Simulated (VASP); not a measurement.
# WSe2 (P6_3/mmc) in VASP: settings compared

The runs below take WSe2 through single point, with PBE, PBE+D4.

All numbers are computed with VASP 6.6.1; they aren't measurements. Logs are shortened: lines on timing, memory, paths and dates and some standing lists are left out, and cuts for length are marked.

**Experimental background.**

“Time-resolved XUV ARPES with tunable 24–33 eV laser pulses at 30 meV resolution”, 2019, pmc:6684652 reports, for a bulk crystal of WSe2: band gap 1.3 eV (indirect).

How close the calculation comes is told below.

### 1 The cell of the first run

The structure is hexagonal, space group P6_3/mmc (No. 194). Conventional cell: a = 3.289 Å, b = 3.289 Å, c = 12.979 Å, α = 90.00°, β = 90.00°, γ = 120.00°. Within 3.3 Å of W (site symmetry -6m2) lie 6 Se at 2.54 Å and 6 W at 3.29 Å. Se (site symmetry 3m) has 3 W at 2.54 Å and 7 Se at 3.29 to 3.37 Å within 3.4 Å.

### 2 Single point, PBE, collinear spin

The input, INCAR:

```
SYSTEM = WSe2
PREC = Accurate ; ENCUT = 500
EDIFF = 1E-6 ; ISMEAR = 0
SIGMA = 0.05 ; LREAL = .FALSE.
LASPH = .TRUE. ; NELM = 200
ALGO = Normal ; ISIF = 2
LWAVE = .FALSE. ; LCHARG = .FALSE.
ISPIN = 2 ; MAGMOM = 0.05 -0.05 0 0 0 0
LORBIT = 11 ; LMAXMIX = 4
GGA = PE ; NBANDS = 39
GGA_COMPAT = .FALSE.
```

The input, KPOINTS:

```
regular mesh
0
G
  8 8 2
  0 0 0
```

The input, POSCAR:

```
WSe2
1.0
    3.2888832917      0.0000000000      0.0000000000
   -1.6444416458      2.8482564807      0.0000000000
    0.0000000000      0.0000000000     12.9788012612
W Se
2 4
Direct
    0.3333333333      0.6666666667      0.2500000000
    0.6666666667      0.3333333333      0.7500000000
    0.3333333333      0.6666666667      0.6203128552
    0.6666666667      0.3333333333      0.1203128549
    0.3333333333      0.6666666667      0.8796871448
    0.6666666667      0.3333333333      0.3796871451
```

Potentials or basis: VASP PAW PBE potentials, release 64 (W_sv, Se).

Started as:

```bash
$ cat potpaw_PBE.64/W_sv/POTCAR potpaw_PBE.64/Se/POTCAR > POTCAR
$ mpirun -np 1 vasp_std > vasp.out
```

OUTCAR:

```text
SYSTEM = WSe2
   PREC = Accurate
   ENCUT = 500
   EDIFF = 1E-6
   ISMEAR = 0
   LREAL = .FALSE.
   LASPH = .TRUE.
   NELM = 200
   ISIF = 2
   ISPIN = 2
   LORBIT = 11
   GGA = PE

 ion  position               nearest neighbor table
   1  0.333  0.667  0.250-   4 2.54   6 2.54   4 2.54   6 2.54   4 2.54   6 2.54
   2  0.667  0.333  0.750-   3 2.54   5 2.54   3 2.54   5 2.54   3 2.54   5 2.54
   3  0.333  0.667  0.620-   2 2.54   2 2.54   2 2.54
   4  0.667  0.333  0.120-   1 2.54   1 2.54   1 2.54
   5  0.333  0.667  0.880-   2 2.54   2 2.54   2 2.54
   6  0.667  0.333  0.380-   1 2.54   1 2.54   1 2.54

  LATTYP: Found a hexagonal cell.
 ALAT       =     3.2888832917
 C/A-ratio  =     3.9462638562

  Lattice vectors:

 A1 = (   3.2888832917,   0.0000000000,   0.0000000000)
 A2 = (  -1.6444416458,   2.8482564807,   0.0000000000)
 A3 = (   0.0000000000,   0.0000000000,  12.9788012612)

Analysis of symmetry for initial positions (statically):
=====================================================================
 Subroutine PRICEL returns:
 Original cell was already a primitive cell.

 Routine SETGRP: Setting up the symmetry group for a
 hexagonal supercell.

 Subroutine GETGRP returns: Found 24 space group operations
 (whereof 12 operations were pure point group operations)
 out of a pool of 24 trial point group operations.

The static configuration has the point symmetry D_3d.
 The point group associated with its full space group is D_6h.

Analysis of symmetry for dynamics (positions and initial velocities):
=====================================================================
 Subroutine PRICEL returns:
 Original cell was already a primitive cell.

 Routine SETGRP: Setting up the symmetry group for a
 hexagonal supercell.

 Subroutine GETGRP returns: Found 24 space group operations
 (whereof 12 operations were pure point group operations)
 out of a pool of 24 trial point group operations.

The dynamic configuration has the point symmetry D_3d.
 The point group associated with its full space group is D_6h.

Analysis of structural, dynamic, and magnetic symmetry:
=====================================================================
 Subroutine PRICEL returns:
 Original cell was already a primitive cell.

 Routine SETGRP: Setting up the symmetry group for a
 hexagonal supercell.

[... 140 lines left out ...]
 Gauss-broadening in eV      SIGMA  =   0.05
  energy-cutoff  :      500.00
  volume of cell :      121.58
 maximum number of plane-waves:      3124
 NGX is ok and might be reduce to    24
   NGX = 11   NGY = 11   NGZ = 47

 number of electron      51.9999991 magnetization      -0.0000000

 number of electron      51.9999990 magnetization       0.0000000

 Free energy of the ion-electron system (eV)
  ---------------------------------------------------
  ext. energy  EPLUGINS =         0.00000000
  ---------------------------------------------------
  free energy    TOTEN  =       -43.13286288 eV

  energy without entropy =      -43.13286288  energy(sigma->0) =      -43.13286288

 E-fermi :   6.6960     XC(G=0): -10.7657

 val. band max:        6.2481989098   @ k =   0.0000   0.0000   0.0000
 cond. band min:       7.3256232687   @ k =   0.2500   0.1250   0.0000
 fundamental gap:      1.0774243589
 Fermi energy:         6.6960386577

 spin component 1

 k-point     1 :       0.0000    0.0000    0.0000
  band No.  band energies     occupation
      1     -68.0686      1.00000
      2     -68.0685      1.00000
      3     -32.3115      1.00000
      4     -32.3114      1.00000
      5     -32.1828      1.00000
      6     -32.1828      1.00000
[... 809 lines left out ...]
     37      13.0788      0.00000
     38      13.0789      0.00000
 Fermi energy:         6.6960386577

 spin component 2

 k-point     1 :       0.0000    0.0000    0.0000
  band No.  band energies     occupation
      1     -68.0686      1.00000
      2     -68.0685      1.00000
      3     -32.3115      1.00000
      4     -32.3114      1.00000
      5     -32.1828      1.00000
      6     -32.1828      1.00000
[... 809 lines left out ...]
     37      13.0788      0.00000
     38      13.0789      0.00000
 [bands above 38 left out]

------------------------ aborting loop because EDIFF is reached ----------------------------------------

  FORCE on cell =-STRESS in cart. coord.  units (eV):
  Direction    XX          YY          ZZ          XY          YZ          ZX
  --------------------------------------------------------------------------------------
  -------------------------------------------------------------------------------------
  Total        2.4214464      2.4214464      2.5434857      0.0000000      0.0000000     -0.0000000
  in kB       31.9097426     31.9097426     33.5179723      0.0000000      0.0000000     -0.0000000
  external PRESSURE =      32.4458191 kB  Pullay stress =       0.0000000 kB

 VOLUME and BASIS-vectors are now :
 -----------------------------------------------------------------------------
  energy-cutoff  :      500.00
  volume of cell :      121.58
      direct lattice vectors                 reciprocal lattice vectors
     3.288883292  0.000000000  0.000000000     0.304054572  0.175545989  0.000000000
    -1.644441646  2.848256481  0.000000000     0.000000000  0.351091977  0.000000000
     0.000000000  0.000000000 12.978801261     0.000000000  0.000000000  0.077048718

 POSITION                                       TOTAL-FORCE (eV/Angst)
 -----------------------------------------------------------------------------------
     -0.00000      1.89884      3.24470        -0.000000      0.000000      0.000000
      1.64444      0.94942      9.73410         0.000000      0.000000      0.000000
     -0.00000      1.89884      8.05092        -0.000000     -0.000000     -0.042610
      1.64444      0.94942      1.56152        -0.000000     -0.000000     -0.042610
     -0.00000      1.89884     11.41728        -0.000000      0.000000      0.042610
      1.64444      0.94942      4.92788        -0.000000     -0.000000      0.042610
 -----------------------------------------------------------------------------------
    total drift:                               -0.000000      0.000000     -0.000000

  FREE ENERGIE OF THE ION-ELECTRON SYSTEM (eV)
  ---------------------------------------------------
  free  energy   TOTEN  =       -43.1328628818 eV

  energy  without entropy=      -43.1328628818  energy(sigma->0) =      -43.13286288

 total charge

# of ion       s       p       d       tot
------------------------------------------
    1        2.310   6.277   3.374  11.960
    2        2.310   6.277   3.374  11.960
    3        1.476   2.351   0.070   3.898
    4        1.476   2.351   0.070   3.898
    5        1.476   2.351   0.070   3.898
    6        1.476   2.351   0.070   3.898
--------------------------------------------------
tot         10.525  21.958   7.029  39.511

 magnetization (x)

# of ion       s       p       d       tot
------------------------------------------
    1        0.000   0.000  -0.000  -0.000
    2       -0.000  -0.000   0.000   0.000
    3        0.000   0.000  -0.000   0.000
    4       -0.000  -0.000   0.000  -0.000
    5        0.000   0.000  -0.000   0.000
    6       -0.000  -0.000   0.000  -0.000
--------------------------------------------------
tot          0.000   0.000   0.000   0.000
```

Wall time 4.5 min (1 thread of Oxide Virtual Turin-like, shared host); peak memory 0.3 GiB.

What came out:

| Quantity | Value |
| --- | --- |
| Free energy | -43.1329 eV |
| Pressure | 3.2 GPa |
| Largest force | 0.043 eV/Å |
| Band gap on the k mesh | 1.08 eV (least direct gap 1.89 eV) |
| Net moment | 0.00 μB per cell |
| Valence electrons inside the program's atomic spheres | W 11.96; Se 3.90 |

Forces on the atoms (eV/Å):
```
W    0.000  0.000  0.000
W    0.000  0.000  0.000
Se   0.000  0.000 -0.043
Se   0.000  0.000 -0.043
Se   0.000  0.000  0.043
Se   0.000  0.000  0.043
```

Levels at points of the mesh, in eV from the valence-band top:
Spin up:
```tsv
k point	band 22	band 23	band 24	band 25	band 26	band 27	band 28	band 29	band 30	band 31
(0.00, 0.00, 0.00)	-1.44	-1.44	-1.11	-1.05	0.00	2.65	2.65	2.71	2.71	2.73
(0.50, 0.00, 0.00)	-2.40	-1.41	-1.32	-1.26	-1.06	2.16	2.20	2.32	2.68	2.96
(0.00, 0.00, 0.50)	-1.47	-1.47	-1.47	-0.22	-0.21	2.66	2.66	2.66	2.66	2.86
(0.50, 0.00, 0.50)	-2.55	-1.32	-1.32	-1.19	-1.19	2.18	2.18	2.53	2.53	3.37
```
Spin down:
| k point | band 24 | band 25 | band 26 | band 27 | band 28 | band 29 |
| --- | --- | --- | --- | --- | --- | --- |
| (0.00, 0.00, 0.00) | -1.11 | -1.05 | 0.00 | 2.65 | 2.65 | 2.71 |
| (0.50, 0.00, 0.00) | -1.32 | -1.26 | -1.06 | 2.16 | 2.20 | 2.32 |
| (0.00, 0.00, 0.50) | -1.47 | -0.22 | -0.21 | 2.66 | 2.66 | 2.66 |
| (0.50, 0.00, 0.50) | -1.32 | -1.19 | -1.19 | 2.18 | 2.18 | 2.53 |

Caveat: the cell stands under pressure; spin-orbit coupling is left out, which moves the levels of the heavy elements; this functional lacks dispersion, which binds layers or chains, so the pressure and a relaxed spacing across them are unreliable. A k mesh can miss the band edges.

### 3 Single point, PBE+D4, collinear spin

The input, INCAR:

```
PREC = Accurate ; ENCUT = 500
EDIFF = 1E-6 ; ISMEAR = 0
SIGMA = 0.05 ; LREAL = F
LASPH = T ; NELM = 200
ALGO = Normal ; ISIF = 2
LWAVE = F ; LCHARG = F
ISPIN = 2 ; MAGMOM = 0.05 -0.05 0 0 0 0
LORBIT = 11 ; LMAXMIX = 4
GGA = PE ; IVDW = 13
NBANDS = 39 ; GGA_COMPAT = F
```

The input, KPOINTS:

```
Automatic mesh
0
Gamma
  8 8 2
```

POSCAR is that of step 2.

Potentials or basis: VASP PAW PBE potentials, release 64 (W_sv, Se).

Started as:

```bash
$ cat potpaw_PBE.64/W_sv/POTCAR potpaw_PBE.64/Se/POTCAR > POTCAR
$ mpirun -np 1 vasp_std > vasp.out
```

Run time: 3.1 min. Hardware: 1 thread of Oxide Virtual Turin-like, shared host; peak memory 0.3 GiB.

The run converged. Its results:

```yaml
Free_energy: -46.0607 eV
Pressure: -0.4 GPa
Largest_force: 0.047 eV/Å
Band_gap_on_the_k_mesh: 1.08 eV (least direct gap 1.89 eV)
Net_moment: 0.00 μB per cell
Valence_electrons_inside_the_program's_atomic_spheres: W 11.96; Se 3.90
Dispersion_energy_per_atom: -0.488 eV
```

Forces in eV/Å, atoms in the order of the input:
```
W    0.000  0.000  0.000
W    0.000  0.000  0.000
Se   0.000  0.000 -0.047
Se   0.000  0.000 -0.047
Se   0.000  0.000  0.047
Se   0.000  0.000  0.047
```

Stress tensor (GPa, compression positive):
```
-0.53  0.00  0.00
 0.00 -0.53  0.00
 0.00  0.00 -0.24
```

Levels at points of the mesh, in eV from the valence-band top:
Spin up:
```tsv
k point	band 22	band 23	band 24	band 25	band 26	band 27	band 28	band 29	band 30	band 31
(0.00, 0.00, 0.00)	-1.44	-1.44	-1.11	-1.05	0.00	2.65	2.65	2.71	2.71	2.73
(0.50, 0.00, 0.00)	-2.40	-1.41	-1.32	-1.26	-1.06	2.16	2.20	2.32	2.68	2.96
(0.00, 0.00, 0.50)	-1.47	-1.47	-1.47	-0.22	-0.21	2.66	2.66	2.66	2.66	2.86
(0.50, 0.00, 0.50)	-2.55	-1.32	-1.32	-1.19	-1.19	2.18	2.18	2.53	2.53	3.37
```
Spin down:
| k point | band 23 | band 24 | band 25 | band 26 | band 27 | band 28 | band 29 | band 30 |
| --- | --- | --- | --- | --- | --- | --- | --- | --- |
| (0.00, 0.00, 0.00) | -1.44 | -1.11 | -1.05 | 0.00 | 2.65 | 2.65 | 2.71 | 2.71 |
| (0.50, 0.00, 0.00) | -1.41 | -1.32 | -1.26 | -1.06 | 2.16 | 2.20 | 2.32 | 2.68 |
| (0.00, 0.00, 0.50) | -1.47 | -1.47 | -0.22 | -0.21 | 2.66 | 2.66 | 2.66 | 2.66 |
| (0.50, 0.00, 0.50) | -1.32 | -1.32 | -1.19 | -1.19 | 2.18 | 2.18 | 2.53 | 2.53 |

Caveat: spin-orbit coupling is left out, which moves the levels of the heavy elements.

### 4 Single point, PBE, collinear spin

The input, INCAR:

```
  PREC = Accurate
  ENCUT = 500
  EDIFF = 1E-6
  ISMEAR = 0
  SIGMA = 0.05
  LREAL = False
  LASPH = True
  NELM = 200
  ALGO = Normal
  ISIF = 2
  LWAVE = False
  LCHARG = True
  ISPIN = 2
  MAGMOM = 2 -2 0 0 0 0
  LORBIT = 11
  LMAXMIX = 4
  GGA = PE
  LELF = True
  LVHAR = True
  NBANDS = 39
  GGA_COMPAT = False
```

The input, KPOINTS:

```
regular mesh
0
Gamma
  8 8 2
```

POSCAR is that of step 3.

Started as:

```bash
$ cat potpaw_PBE.64/W_sv/POTCAR potpaw_PBE.64/Se/POTCAR > POTCAR
$ mpirun -np 1 vasp_std > vasp.out
```

It took 4.2 min on 1 thread of Oxide Virtual Turin-like, shared host; peak memory 0.3 GiB.

The run converged. Its results:

```
Free energy                                           : -43.1329 eV
Pressure                                              : 3.2 GPa
Largest force                                         : 0.043 eV/Å
Band gap on the k mesh                                : 1.08 eV (least direct gap 1.89 eV)
Net moment                                            : 0.00 μB per cell
Valence electrons inside the program's atomic spheres : W 11.96; Se 3.90
```

Forces in eV/Å, atoms in the order of the input:
```
W    0.000  0.000  0.000
W    0.000  0.000  0.000
Se   0.000  0.000 -0.043
Se   0.000  0.000 -0.043
Se   0.000  0.000  0.043
Se   0.000  0.000  0.043
```

Stress tensor (GPa, compression positive):
```
3.19 0.00 0.00
0.00 3.19 0.00
0.00 0.00 3.34
```

Levels at points of the mesh, in eV from the valence-band top:
Spin up:
```csv
k point,band 24,band 25,band 26,band 27,band 28,band 29
"(0.00, 0.00, 0.00)",-1.11,-1.05,0.00,2.65,2.65,2.71
"(0.50, 0.00, 0.00)",-1.32,-1.26,-1.06,2.16,2.20,2.32
"(0.00, 0.00, 0.50)",-1.47,-0.22,-0.22,2.66,2.66,2.66
"(0.50, 0.00, 0.50)",-1.32,-1.19,-1.19,2.18,2.18,2.53
```
Spin down:
| k point | band 24 | band 25 | band 26 | band 27 | band 28 | band 29 |
| --- | --- | --- | --- | --- | --- | --- |
| (0.00, 0.00, 0.00) | -1.11 | -1.05 | 0.00 | 2.65 | 2.65 | 2.71 |
| (0.50, 0.00, 0.00) | -1.32 | -1.26 | -1.06 | 2.16 | 2.20 | 2.32 |
| (0.00, 0.00, 0.50) | -1.47 | -0.22 | -0.22 | 2.66 | 2.66 | 2.66 |
| (0.50, 0.00, 0.50) | -1.32 | -1.19 | -1.19 | 2.18 | 2.18 | 2.53 |

Caveat: the cell stands under pressure; spin-orbit coupling is left out, which moves the levels of the heavy elements; this functional lacks dispersion, which binds layers or chains, so the pressure and a relaxed spacing across them are unreliable. A k mesh can miss the band edges.

### 5 Against experiment

Step 3. Against the measured gap of WSe2, 1.3 eV (indirect; “Time-resolved XUV ARPES with tunable 24–33 eV laser pulses at 30 meV resolution”, 2019, pmc:6684652), the calculated 1.08 eV is off by -0.22 eV. Spin-orbit coupling on Se, W is left out. The value is that of PBE+D4 on a finite k mesh, which can miss the band edges, without temperature or zero-point motion. Semilocal functionals fall short of measured gaps as a rule.
